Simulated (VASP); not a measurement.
# Pd4Pt (P6/mmm) in VASP: notebook

Runs on Pd4Pt. Level: PBE. Tasks: single point, relaxation of cell and atoms.

Everything below comes from runs of VASP 6.6.1. Logs are shortened: lines on timing, memory, paths and dates and some standing lists are left out, and cuts for length are marked.

### Step 1. The cell of the first run

It takes space group P6/mmm (No. 191, hexagonal). Conventional cell: a = 5.277 Å, b = 5.277 Å, c = 4.970 Å, α = 90.00°, β = 90.00°, γ = 120.00°. Pd (site symmetry mmm) has 2 Pt at 2.64 Å and 8 Pd at 2.64 to 3.62 Å within 3.7 Å. Pd (site symmetry 6/mmm) has 2 Pt at 2.48 Å within 3.3 Å. Within 3.3 Å of Pt (site symmetry 6/mmm) lie 8 Pd at 2.48 to 2.64 Å.

The cell was generated, and may not be a known phase.

### Step 2. Single point, PBE

INCAR

```
PREC = Accurate ; ENCUT = 520
EDIFF = 1E-6 ; ISMEAR = 0
SIGMA = 0.2 ; LREAL = False
LASPH = True ; NELM = 80
ALGO = Normal ; ISIF = 2
LWAVE = False ; LCHARG = False
GGA = PE ; NBANDS = 33
```

KPOINTS

```
regular mesh
0
Gamma
  5 5 3
```

POSCAR

```
Pd4Pt
1.0
    5.2771884794     -0.0000000036      0.0000000000
   -2.6385942366      4.5701792856      0.0000000000
    0.0000000000      0.0000000000      4.9698031725
Pd Pt
4 1
Direct
    0.5000000000      0.0000000000      0.0000000000
    0.0000000000      0.5000000000      0.0000000000
    0.5000000000      0.5000000000      0.0000000000
    0.0000000000      0.0000000000      0.5000000000
    0.0000000000      0.0000000000      0.0000000000
```

Potentials or basis: VASP PAW PBE potentials, release 64 (Pd, Pt).

Started as:

```sh
$ cat potpaw_PBE.64/Pd/POTCAR potpaw_PBE.64/Pt/POTCAR > POTCAR
$ mpirun -np 1 vasp_std > vasp.out
```

OUTCAR:

```text
PREC = Accurate
   ENCUT = 520
   EDIFF = 1E-6
   ISMEAR = 0
   LREAL = False
   LASPH = True
   NELM = 80
   ISIF = 2
   GGA = PE

 ion  position               nearest neighbor table
   1  0.500  0.000  0.000-   5 2.64   5 2.64   2 2.64   2 2.64   3 2.64   3 2.64
   2  0.000  0.500  0.000-   3 2.64   3 2.64   1 2.64   1 2.64   5 2.64   5 2.64
   3  0.500  0.500  0.000-   2 2.64   2 2.64   5 2.64   5 2.64   1 2.64   1 2.64
   4  0.000  0.000  0.500-   5 2.48   5 2.48
   5  0.000  0.000  0.000-   4 2.48   4 2.48   1 2.64   1 2.64   3 2.64   3 2.64   2 2.64   2 2.64

  LATTYP: Found a hexagonal cell.
 ALAT       =     5.2771884794
 C/A-ratio  =     0.9417520697

  Lattice vectors:

 A1 = (   5.2771884794,  -0.0000000036,   0.0000000000)
 A2 = (  -2.6385942366,   4.5701792856,   0.0000000000)
 A3 = (   0.0000000000,   0.0000000000,   4.9698031725)

Analysis of symmetry for initial positions (statically):
=====================================================================
 Subroutine PRICEL returns:
 Original cell was already a primitive cell.

 Routine SETGRP: Setting up the symmetry group for a
 hexagonal supercell.

 Subroutine GETGRP returns: Found 24 space group operations
 (whereof 24 operations were pure point group operations)
 out of a pool of 24 trial point group operations.

The static configuration has the point symmetry D_6h.

Analysis of symmetry for dynamics (positions and initial velocities):
=====================================================================
 Subroutine PRICEL returns:
 Original cell was already a primitive cell.

 Routine SETGRP: Setting up the symmetry group for a
 hexagonal supercell.

 Subroutine GETGRP returns: Found 24 space group operations
 (whereof 24 operations were pure point group operations)
 out of a pool of 24 trial point group operations.

The dynamic configuration has the point symmetry D_6h.

 Subroutine INISYM returns: Found 24 space group operations
 (whereof 24 operations are pure point group operations),
 and found     1 'primitive' translations

----------------------------------------------------------------------------------------

                                     Primitive cell

[... 78 lines left out ...]
   LASPH  =      T    aspherical Exc in radial PAW
   ENCUT  =  520.0 eV  38.22 Ry    6.18 a.u.   9.81  9.81  9.24*2*pi/ulx,y,z
   NELM   =     80;   NELMIN=  2; NELMDL= -5     # of ELM steps
   EDIFF  = 0.1E-05   stopping-criterion for ELM
   LREAL  =      F    real-space projection
   EDIFFG = 0.1E-04   stopping-criterion for IOM
   NSW    =      0    number of steps for IOM
   IBRION =     -1    ionic relax: 0-MD 1-quasi-New 2-CG
   NFREE  =      0    steps in history (QN), initial steepest desc. (CG)
   ISIF   =      2    stress and relaxation
   ISYM   =      2    0-nonsym 1-usesym 2-fastsym
   POTIM  = 0.5000    time-step for ionic-motion
   TEBEG  =    0.0;   TEEND  =   0.0 temperature during run
   PSTRESS=    0.0 pullay stress
   NELECT =      50.0000    total number of electrons
   NUPDOWN=      -1.0000    fix difference up-down
   EMIN   =  10.00;   EMAX   =-10.00  energy-range for DOS
   EFERMI =   0.00;   METHOD = LEGACY
   ISMEAR =     0;   SIGMA  =   0.20  broadening in eV -4-tet -1-fermi 0-gaus
   EFERMI_NEDOS =   21; number of points for ismear=-14 and -15
   IALGO  =     38    algorithm
   IMIX   =      4    mixing-type and parameters
     AMIX     =   0.40;   BMIX     =  1.00
     AMIX_MAG =   1.60;   BMIX_MAG =  1.00
  volume/ion in A,a.u.               =      23.97       161.77
  Fermi-wavevector in a.u.,A,eV,Ry     =   1.223225  2.311561 20.358130  1.496280
  Thomas-Fermi vector in A             =   2.358344
   LORBIT       =      0    0 simple, 1 ext, 2 COOP (PROOUT), +10 PAW based schemes
   GGA     = PE    functional components
   LHFCALC =     F    Hartree Fock is set to
   AEXX    =    0.0000 exact exchange contribution
   IVDW    =     0    specifies the selected vdW correction
   LEPSILON=     F    determine dielectric tensor
   LRPA    =     F    only Hartree local field effects (RPA)
 non-spin polarized calculation
 Gauss-broadening in eV      SIGMA  =   0.20
  energy-cutoff  :      520.00
  volume of cell :      119.86
 maximum number of plane-waves:      3241
 NGX is ok and might be reduce to    40
   NGX = 19   NGY = 19   NGZ = 19

 number of electron      49.9999991 magnetization

 Free energy of the ion-electron system (eV)
  ---------------------------------------------------
  ext. energy  EPLUGINS =         0.00000000
  ---------------------------------------------------
  free energy    TOTEN  =       -22.97943815 eV

  energy without entropy =      -22.81586457  energy(sigma->0) =      -22.89765136

 E-fermi :   3.9814     XC(G=0):  -9.9266

 val. band max:        3.9586827861   @ k =   0.4000   0.2000   0.0000
 cond. band min:       3.9911828488   @ k =   0.2000   0.0000   0.3333
 fundamental gap:      0.0325000627
 Fermi energy:         3.9813700902

 k-point     1 :       0.0000    0.0000    0.0000
  band No.  band energies     occupation
      1      -2.3631      2.00000
      2      -1.2346      2.00000
      3      -1.2346      2.00000
      4      -1.1930      2.00000
      5      -0.7528      2.00000
      6      -0.3841      2.00000
[... 349 lines left out ...]
     32      10.9330      0.00000
     33      13.2206      0.00000

------------------------ aborting loop because EDIFF is reached ----------------------------------------

  FORCE on cell =-STRESS in cart. coord.  units (eV):
  Direction    XX          YY          ZZ          XY          YZ          ZX
  --------------------------------------------------------------------------------------
  -------------------------------------------------------------------------------------
  Total       -0.2090619     -0.2090619     -0.2501748      0.0000000     -0.0000000      0.0000000
  in kB       -2.7945413     -2.7945413     -3.3440992      0.0000000     -0.0000000      0.0000000
  external PRESSURE =      -2.9777273 kB  Pullay stress =       0.0000000 kB

 VOLUME and BASIS-vectors are now :
 -----------------------------------------------------------------------------
  energy-cutoff  :      520.00
  volume of cell :      119.86
      direct lattice vectors                 reciprocal lattice vectors
     5.277188479 -0.000000004  0.000000000     0.189494843  0.109404898  0.000000000
    -2.638594237  4.570179286  0.000000000     0.000000000  0.218809797  0.000000000
     0.000000000  0.000000000  4.969803172     0.000000000  0.000000000  0.201215212

 POSITION                                       TOTAL-FORCE (eV/Angst)
 -----------------------------------------------------------------------------------
      2.63859     -0.00000      0.00000         0.000000      0.000000      0.000000
     -1.31930      2.28509      0.00000         0.000000      0.000000      0.000000
      1.31930      2.28509      0.00000        -0.000000      0.000000      0.000000
      0.00000      0.00000      2.48490         0.000000      0.000000      0.000000
      0.00000      0.00000      0.00000         0.000000      0.000000      0.000000
 -----------------------------------------------------------------------------------
    total drift:                               -0.000000      0.000000     -0.000000

  FREE ENERGIE OF THE ION-ELECTRON SYSTEM (eV)
  ---------------------------------------------------
  free  energy   TOTEN  =       -22.9794381461 eV

  energy  without entropy=      -22.8158645734  energy(sigma->0) =      -22.89765136
```

Run time: 70 s. Hardware: 1 thread of Intel Xeon 8259CL, shared host; peak memory 0.24 GiB.

Results:

- Free energy: -22.9794 eV
- Pressure: -0.3 GPa
- Band gap on the k mesh: zero (bands 25 and 26 overlap by 1.23 eV)

Levels at points of the mesh, in eV from the Fermi level:
```tsv
k point	band 22	band 23	band 24	band 25	band 26	band 27
(0.00, 0.00, 0.00)	0.14	0.54	0.76	0.94	0.94	2.05
```

Caveat: the k points lie up to 0.42 Å⁻¹ apart, too coarse for converged energies and pressures of a metal; spin-orbit coupling is left out, which moves the levels of the heavy elements.

### Step 3. Single point, PBE

This run uses another cell than the first one, of 24.65 Å³/atom.

INCAR

```
SYSTEM = Pd4Pt
PREC = Accurate
ENCUT = 520
EDIFF = 1E-7
ISMEAR = 0
SIGMA = 0.2
LREAL = .FALSE.
LASPH = .TRUE.
NELM = 100
ALGO = Fast
ISIF = 2
LWAVE = .FALSE.
LCHARG = .FALSE.
GGA = PE
NBANDS = 33
```

KPOINTS

```
regular mesh
0
G
  5 5 2
  0 0 0
```

POSCAR

```
Pd4Pt
1.0
    4.3542390413      0.0000000000      0.0000000000
   -2.1771195207      3.7708816239      0.0000000000
    0.0000000000      0.0000000000      7.5064285116
Pd Pt
4 1
Direct
    0.0000000000      0.0000000000      0.1758458592
    0.0000000000      0.0000000000      0.8241541408
    0.3333333333      0.6666666667      0.0000000000
    0.6666666667      0.3333333333      0.0000000000
    0.0000000000      0.0000000000      0.5000000000
```

Potentials or basis: VASP PAW PBE potentials, release 64 (Pd, Pt).

Started as:

```sh
$ cat potpaw_PBE.64/Pd/POTCAR potpaw_PBE.64/Pt/POTCAR > POTCAR
$ mpirun -np 1 vasp_std > vasp.out
```

It took 71 s on 1 thread of Intel Xeon 8259CL, shared host; peak memory 0.24 GiB.

It converged, with:

* Free energy: -21.5987 eV
* Pressure: -0.9 GPa
* Largest force: 0.014 eV/Å
* Band gap on the k mesh: zero (bands 25 and 26 overlap by 0.07 eV)

Forces on the atoms (eV/Å):
```
Pd   0.000  0.000 -0.014
Pd   0.000  0.000  0.014
Pd   0.000  0.000  0.000
Pd   0.000  0.000  0.000
Pt   0.000  0.000  0.000
```

Levels at points of the mesh, in eV from the Fermi level:
```csv
k point,band 21,band 22,band 23,band 24,band 25,band 26,band 27,band 28,band 29,band 30
"(0.00, 0.00, 0.00)",-0.74,-0.74,-0.51,-0.51,-0.33,0.05,0.12,0.12,7.54,7.54
"(0.00, 0.00, 0.50)",-0.83,-0.83,-0.83,-0.38,-0.38,0.05,0.05,3.52,4.71,8.50
```

Caveat: the k points lie up to 0.42 Å⁻¹ apart; spin-orbit coupling is left out, which moves the levels of the heavy elements.

### Step 4. Relaxation of cell and atoms, PBE

This run uses another cell than the first one, of 15.43 Å³/atom.

INCAR

```
ALGO = Fast ; EDIFF = 1E-7
EDIFFG = -0.08 ; ENCUT = 600
GGA = PE ; IBRION = 2
ISIF = 3 ; ISMEAR = 0
LASPH = True ; LCHARG = False
LREAL = False ; LWAVE = False
NELM = 100 ; NSW = 36
PREC = Accurate ; SIGMA = 0.2
```

KPOINTS

```
k-points
0
Gamma
  5 5 3
```

POSCAR

```
Pd4Pt
1.0
    4.1761063300      0.0000000000      0.0000000000
   -2.0880531600      3.6166141700      0.0000000000
    0.0000000000      0.0000000000      5.1070271800
Pd Pt
4 1
Direct
    0.5000000000      0.0000000000      0.0000000000
    0.0000000000      0.5000000000      0.0000000000
    0.5000000000      0.5000000000      0.0000000000
    0.0000000000      0.0000000000      0.5000000000
    0.0000000000      0.0000000000      0.0000000000
```

Started as:

```sh
$ cat potpaw_PBE.64/Pd/POTCAR potpaw_PBE.64/Pt/POTCAR > POTCAR
$ mpirun -np 1 vasp_std > vasp.out
```

Run time: 26 min. Hardware: 1 thread of Intel Xeon 8259CL, shared host; peak memory 0.25 GiB.

The run converged. Its results:

| Item | Value |
| --- | --- |
| Free energy | -22.9475 eV |
| Relaxed volume | 23.79 Å³/atom |
| Relaxed cell | a = 5.272 Å, b = 5.272 Å, c = 4.942 Å, α = 90.00°, β = 90.00°, γ = 120.00° |
| Space group after relaxing (to 0.1 Å) | P6/mmm (No. 191) |
| Pressure after relaxing | 0.0 GPa |
| Band gap on the k mesh | zero (bands 25 and 26 overlap by 1.24 eV) |

Stress tensor (GPa, compression positive):
```
-0.17  0.00  0.00
 0.00 -0.17  0.00
 0.00  0.00  0.49
```

Final structure:
```yaml
crystal:
  lattice:
    - [5.27196, 0.00000, 0.00000]
    - [-2.63598, 4.56565, 0.00000]
    - [0.00000, 0.00000, 4.94241]
  atoms:
    - { symbol: Pd, position: [0.50000, 0.00000, 0.00000] }
    - { symbol: Pd, position: [0.00000, 0.50000, 0.00000] }
    - { symbol: Pd, position: [0.50000, 0.50000, 0.00000] }
    - { symbol: Pd, position: [0.00000, 0.00000, 0.50000] }
    - { symbol: Pt, position: [0.00000, 0.00000, 0.00000] }
```

Levels at points of the mesh, in eV from the Fermi level:
| k point | band 21 | band 22 | band 23 | band 24 | band 25 | band 26 | band 27 | band 28 |
| --- | --- | --- | --- | --- | --- | --- | --- | --- |
| (0.00, 0.00, 0.00) | 0.15 | 0.15 | 0.55 | 0.76 | 0.94 | 0.94 | 2.07 | 2.33 |

Caveat: the k points lie up to 0.42 Å⁻¹ apart in the final cell, too coarse for converged energies and pressures of a metal; the volume moved by over 15 % at a fixed basis, so the end points are rough; spin-orbit coupling is left out, which moves the levels of the heavy elements.

### Step 5. Overview

| task | cell | k mesh | cutoff (eV) | gap on the mesh (eV) | pressure (GPa) |
| --- | --- | --- | --- | --- | --- |
| single point | a = 5.277, b = 5.277, c = 4.970 Å, angles 90.0, 90.0, 120.0°, 5 atoms, atomic positions A | 5 × 5 × 3 | 520 | none | -0.3 |
| single point | a = 4.354, b = 4.354, c = 7.506 Å, angles 90.0, 90.0, 120.0°, 5 atoms, atomic positions B | 5 × 5 × 2 | 520 | none | -0.9 |
| relaxation of cell and atoms | relaxed from a = 4.176, b = 4.176, c = 5.107 Å, angles 90.0, 90.0, 120.0°, 5 atoms, atomic positions A | 5 × 5 × 3 | 600 | none | 0.0 |

Alike in all rows: level PBE; potentials or basis VASP PAW PBE potentials, release 64 (Pd, Pt); no spin polarisation; smearing gaussian 0.2 eV.

Caveats: all runs use coarse meshes; spin-orbit coupling is left out, which moves the levels of the heavy elements; the volume moved by over 15 % at a fixed basis, so the end points are rough (at least some runs).

Total energies depend on the potentials used, so only differences within one code and one set of settings carry meaning.

The gap in the log of VASP goes by the Fermi energy; the results here count the filled bands.